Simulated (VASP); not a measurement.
Wanted: the native input for a VASP 6.6.1 run.

- Task: single point
- Functional: r2SCAN
- Potentials or basis: VASP PAW PBE potentials, release 64 (C)
- Cutoff: 520 eV
- k mesh: 30 × 30 × 30
- Occupations: gaussian, width 0.1 eV
- Spin: no spin polarisation
- Dipole correction: no
- Further INCAR settings: ALGO = Normal; EDIFF = 1e-06; NBANDS = 8

C:

```
C
1.0
     1.77695    0.00000    0.00000
     0.00000    1.77695    0.00000
     0.00000    0.00000    1.77695
C
1
Cartesian
  0.0000 0.0000 0.0000
```

These files were run (other wordings do the same):

POSCAR

```
C
1.0
    1.7769548870      0.0000000000      0.0000000000
    0.0000000000      1.7769548870      0.0000000000
    0.0000000000      0.0000000000      1.7769548870
C
1
Direct
    0.0000000000      0.0000000000      0.0000000000
```

INCAR.step1

```
ALGO     = Normal         # electronic algorithm
EDIFF    = 1E-4           # SCF threshold, eV
ENCUT    = 520            # plane-wave cutoff, eV
GGA      = PE             # functional
ISMEAR   = 0              # smearing method
LASPH    = T              # aspherical terms in the spheres
LCHARG   = F              # write CHGCAR
LREAL    = F              # projectors in reciprocal space
LWAVE    = T              # write WAVECAR
NBANDS   = 8              # bands
NELM     = 80             # most SCF steps
PREC     = Accurate       # precision mode
SIGMA    = 0.1            # smearing width, eV
```

INCAR.step2

```
ALGO     = Normal         # electronic algorithm
EDIFF    = 1E-6           # SCF threshold, eV
ENCUT    = 520            # plane-wave cutoff, eV
ISIF     = 2              # what is computed and relaxed
ISMEAR   = 0              # smearing method
ISTART   = 1            
LASPH    = T              # aspherical terms in the spheres
LCHARG   = F              # write CHGCAR
LMIXTAU  = T            
LREAL    = F              # projectors in reciprocal space
LWAVE    = F              # write WAVECAR
METAGGA  = R2SCAN         # meta-GGA
NBANDS   = 8              # bands
NELM     = 80             # most SCF steps
PREC     = Accurate       # precision mode
SIGMA    = 0.1            # smearing width, eV
```

KPOINTS

```
k-points
0
Gamma
  30 30 30
```

Potentials or basis: VASP PAW PBE potentials, release 64 (C).

Launch:

```bash
$ cat potpaw_PBE.64/C/POTCAR > POTCAR
$ cp INCAR.step1 INCAR
$ mpirun -np 1 vasp_std > vasp.out
$ cp INCAR.step2 INCAR
$ mpirun -np 1 vasp_std > vasp.out
```

It gave:

The pressure is 0.6 GPa and the band gap on the k mesh is zero (band 2 reaches 20.75 eV, above the bottom of band 3 at 7.51 eV).

Caveat: the PAW data sets were made with another functional, which shifts forces and pressure a little.

Wall time 2.7 min on 1 thread of AMD EPYC 7R13, with other jobs on the host, peak memory 0.1 GiB.
